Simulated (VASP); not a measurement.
Crystal: CaTl2.

```
CELL_PARAMETERS angstrom
4.71408 0.00000 0.00000
0.00000 4.71408 0.00000
0.00000 0.00000 7.19275
ATOMIC_POSITIONS crystal
Ca 0.00000 0.50000 0.70000
Ca 0.50000 0.00000 0.30000
Tl 0.00000 0.00000 0.00000
Tl 0.50000 0.50000 0.00000
Tl 0.00000 0.50000 0.27000
Tl 0.50000 0.00000 0.73000
```

```yaml
Program: VASP 6.6.1
Task: relaxation of cell and atoms
Functional: PBE
Potentials_or_basis: VASP PAW PBE potentials, release 64 (Ca_sv, Tl_d)
Cutoff: 600 eV
k_mesh: 4 × 4 × 4
Occupations: gaussian, width 0.1 eV
Spin: no spin polarisation
```

At the start: pressure 7.8 GPa; volume 26.64 Å³/atom.

Question: Where does the relaxation end?

Answer: Over 6 steps the energy falls by 99.6 meV/atom and the volume is 31.17 Å³/atom (+17.0 %); space group P4/nmm (No. 129, to 0.05 Å).

Step by step:
```
step  energy change (eV)  largest force (eV/Å)  pressure (GPa)  volume (Å³)
   1              0.0000                0.6302            7.77       159.84
   2             -0.5817                0.0626           -0.74       191.62
   3             -0.5915                0.0424            0.00       187.06
   4             -0.5915                0.0347           -0.09       187.63
   5             -0.5949                0.0343           -0.09       187.49
   6             -0.5976                0.0287           -0.03       187.03
```

Final structure:
```cif
data_structure
_symmetry_space_group_name_H-M 'P 1'
_symmetry_Int_Tables_number 1
_cell_length_a 4.9041
_cell_length_b 4.9041
_cell_length_c 7.7769
_cell_angle_alpha 90.000
_cell_angle_beta 90.000
_cell_angle_gamma 90.000
_cell_volume 187.03
loop_
_atom_site_label
_atom_site_type_symbol
_atom_site_fract_x
_atom_site_fract_y
_atom_site_fract_z
_atom_site_occupancy
Ca1 Ca 0.00000 0.50000 0.69891 1
Ca2 Ca 0.50000 0.00000 0.30109 1
Tl1 Tl 0.00000 0.00000 0.00000 1
Tl2 Tl 0.50000 0.50000 0.00000 1
Tl3 Tl 0.00000 0.50000 0.27473 1
Tl4 Tl 0.50000 0.00000 0.72527 1
```

Caveat: the volume moved by over 15 % at a fixed basis, so the end points are rough.
